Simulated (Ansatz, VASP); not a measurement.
# Si3Ge3N8 in VASP and in Ansatz

The input INCAR:

```
SYSTEM = Si3Ge3N8
PREC = Accurate
ENCUT = 520
EDIFF = 1E-7
ISMEAR = -1
SIGMA = 0.02
LREAL = .FALSE.
LASPH = .TRUE.
NELM = 60
ALGO = Normal
ISIF = 2
LWAVE = .FALSE.
LCHARG = .TRUE.
GGA = PE
LELF = .TRUE.
LVHAR = .TRUE.
NBANDS = 60
```

Contents of KPOINTS:

```
regular mesh
0
G
  4 8 4
  0 0 0
```

Contents of POSCAR:

```
Si3Ge3N8
1.0
    7.8362913329      0.0000000000      0.0149369467
    0.0000000000      2.9924982283      0.0000000000
   -3.9052126996      0.0000000000      6.7621360197
Si Ge N
3 3 8
Direct
    0.5975010273      0.5000000000      0.8272744092
    0.8223857321      0.0000000000      0.2291591310
    0.7649040643      0.0000000000      0.5943629189
    0.2280508876      0.5000000000      0.4044053906
    0.1698646462      0.5000000000      0.7652074537
    0.4135750692      0.0000000000      0.1759838688
    0.3430117398      0.5000000000      0.6730826269
    0.6785707843      0.0000000000      0.3417842442
    0.6976291967      0.5000000000      0.6683609850
    0.6722934286      0.0000000000      0.9692930239
    0.0183161112      0.0000000000      0.6992434512
    0.9576315409      0.5000000000      0.2953851440
    0.2982476888      0.0000000000      0.3272633251
    0.3380180831      0.5000000000      0.0291940275
```

Input for Ansatz:

```yaml
crystal:
  lattice:
    - [7.8362913329, 0.0, 0.0149369467]
    - [0.0, 2.9924982283, 0.0]
    - [-3.9052126996, 0.0, 6.7621360197]
  atoms:
    - { symbol: Si, position: [0.5975010273, 0.5, 0.8272744092] }
    - { symbol: Si, position: [0.8223857321, 0.0, 0.229159131] }
    - { symbol: Si, position: [0.7649040643, 0.0, 0.5943629189] }
    - { symbol: Ge, position: [0.2280508876, 0.5, 0.4044053906] }
    - { symbol: Ge, position: [0.1698646462, 0.5, 0.7652074537] }
    - { symbol: Ge, position: [0.4135750692, 0.0, 0.1759838688] }
    - { symbol: "N", position: [0.3430117398, 0.5, 0.6730826269] }
    - { symbol: "N", position: [0.6785707843, 0.0, 0.3417842442] }
    - { symbol: "N", position: [0.6976291967, 0.5, 0.668360985] }
    - { symbol: "N", position: [0.6722934286, 0.0, 0.9692930239] }
    - { symbol: "N", position: [0.0183161112, 0.0, 0.6992434512] }
    - { symbol: "N", position: [0.9576315409, 0.5, 0.295385144] }
    - { symbol: "N", position: [0.2982476888, 0.0, 0.3272633251] }
    - { symbol: "N", position: [0.3380180831, 0.5, 0.0291940275] }
kpoints:
  mp_grid: { grid: [4, 8, 4] }
  band_path:
    path:
      - [0.0, 0.0, 0.0]
      - [2.28203931938e-18, 0.5, -4.452387639322e-34]
      - [0.5, 0.5, 7.748005201549e-18]
      - [0.5, -7.238358752782e-36, 7.748005201549e-18]
      - [0.0, 0.0, 0.0]
      - [-6.329672360473e-17, 6.369693081731e-19, 0.5]
      - [-6.315867869668e-17, 0.5, 0.5]
      - [2.28203931938e-18, 0.5, -4.452387639322e-34]
      - [-0.5, 0.5, 0.5]
      - [-0.5, 6.369693081731e-19, 0.5]
      - [0.0, 0.0, 0.0]
    npoints: 10
hamiltonian:
  xc: pbe
scf:
  occupations: { method: fermi_dirac, width: 0.02 }
  n_extra_bands: 7
output:
  forces: true
  stress: true
  eigenvalues: true
```

Alike in both runs: task single point; functional PBE; k mesh 4 × 8 × 4; occupations fermi-dirac, width 0.02 eV; no spin polarisation.

|  | VASP | Ansatz |
| --- | --- | --- |
| version | VASP 6.6.1 | Ansatz 0.2.0 |
| potentials or method | VASP PAW PBE potentials, release 64 (Si, Ge_d, N) | plane waves, PAW |
| plane-wave cutoff (eV) | 520 | 420 |
| valence electrons in the cell | 94 | 94 |

|  | VASP | Ansatz | Ansatz less VASP |
| --- | --- | --- | --- |
| gap on the k mesh at the Fermi level (eV) | 3.40 | 3.38 | -0.015 |
| pressure (GPa) | 5.6 | 6.1 | +0.51 |
| traceless stress, the component that is largest in VASP (GPa) | 0.21 | 0.27 | +0.067 |
| rms of the force components (eV/Å) | 0.040 | 0.049 | +0.0096 |

Atom by atom the forces differ by 0.011 eV/Å (rms over components). The functional is the same, so the differences come from potentials, cutoffs and numerics.
